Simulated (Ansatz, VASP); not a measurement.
Cu: VASP beside Ansatz

```xyz
1
Lattice="0.0000 1.7886 1.7886 1.7886 0.0000 1.7886 1.7886 1.7886 0.0000" Properties=species:S:1:pos:R:3 pbc="T T T"
Cu    0.0000    0.0000    0.0000
```

Alike in both runs: task single point; functional r2SCAN; k mesh 20 × 20 × 20; occupations gaussian, width 0.05 eV; no spin polarisation.

|  | VASP | Ansatz |
| --- | --- | --- |
| version | VASP 6.6.1 | Ansatz 0.2.0 |
| potentials or method | VASP PAW PBE potentials, release 64 (Cu), cutoff 520 eV | scalar-relativistic, plane waves, PAW |
| valence electrons in the cell | 11 | 19 |

```csv
,VASP,Ansatz,Ansatz less VASP
gap on the k mesh at the Fermi level (eV),none,none,-
pressure (GPa),0.4,-0.1,-0.47
```

VASP's potentials were made for PBE, not for r2SCAN. A gap of «none» marks a metal or a gap that the smearing closes. VASP's potentials hold 11 valence electrons a cell and Ansatz's 19, so a difference there can come from the potentials and not from the codes.
